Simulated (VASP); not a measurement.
Set up this calculation in VASP 6.6.1, as the native input.

| Property | Result |
| --- | --- |
| Task | single point |
| Functional | PBEsol |
| Potentials or basis | VASP PAW PBE potentials, release 64 (Mn_pv, O) |
| Cutoff | 520 eV |
| k mesh | 6 × 6 × 9 |
| Occupations | fermi-dirac, width 0.05 eV |
| Spin | collinear spin, ferromagnetic start |
| Starting moments | [4.0, 4.0, 0.0, 0.0, 0.0, 0.0] μB |
| Dipole correction | no |
| Further INCAR settings | ALGO = Normal; EDIFF = 1e-06; NBANDS = 38 |

The structure of MnO2 lies in POSCAR:

```
MnO2
1.0
    4.4295611541      0.0000000000      0.0000000000
    0.0000000000      4.4295611541      0.0000000000
    0.0000000000      0.0000000000      2.8860657645
Mn O
2 4
Direct
    0.5000000000      0.5000000000      0.5000000000
    0.0000000000      0.0000000000      0.0000000000
    0.8049161500      0.1950838500      0.5000000000
    0.6950838500      0.6950838500      0.0000000000
    0.1950838500      0.8049161500      0.5000000000
    0.3049161500      0.3049161500      0.0000000000
```

These files were run (other wordings do the same):

INCAR

```
SYSTEM = MnO2
PREC     = Accurate       ! precision mode
ENCUT    = 520            ! plane-wave cutoff, eV
EDIFF    = 1E-6           ! SCF threshold, eV
ISMEAR   = -1             ! smearing method
SIGMA    = 0.05           ! smearing width, eV
LREAL    = .False.        ! projectors in reciprocal space
LASPH    = .True.         ! aspherical terms in the spheres
NELM     = 150            ! most SCF steps
ALGO     = Normal         ! electronic algorithm
ISIF     = 2              ! what is computed and relaxed
LWAVE    = .False.        ! write WAVECAR
LCHARG   = .True.         ! write CHGCAR
ISPIN    = 2              ! spin polarisation
MAGMOM   = 4 4 0 0 0 0    ! initial moments
LORBIT   = 11             ! projections on sites
LMAXMIX  = 4              ! l up to which the mixer works
GGA      = PS             ! functional
LELF     = .True.         ! ELF
LVHAR    = .True.       
NBANDS   = 38             ! bands
```

KPOINTS

```
Automatic mesh
0
Gamma
  6 6 9
  0 0 0
```

Potentials or basis: VASP PAW PBE potentials, release 64 (Mn_pv, O).

Run with:

```console
$ cat potpaw_PBE.64/Mn_pv/POTCAR potpaw_PBE.64/O/POTCAR > POTCAR
$ mpirun -np 1 vasp_std > vasp.out
```

It gave:

```
Pressure                                              : -6.8 GPa
Largest force                                         : 0.128 eV/Å
Band gap on the k mesh                                : zero (filled and empty bands overlap)
Net moment                                            : 5.99 μB per cell
Site moments                                          : Mn +2.71; O +0.09 μB
Valence electrons inside the program's atomic spheres : Mn 11.70; O 5.00
```

Caveat: the PAW data sets were made with another functional, which shifts forces and pressure a little; semilocal functionals often make such compounds metallic where correlation or magnetic order opens a gap, which also shifts bond lengths; only a ferromagnetic start was run, and an antiferromagnetic order may lie lower in energy.

Wall time 110 s on 1 thread of Intel(R) Xeon(R) 6975P-C (Granite Rapids), with other jobs on the host, peak memory 0.3 GiB.
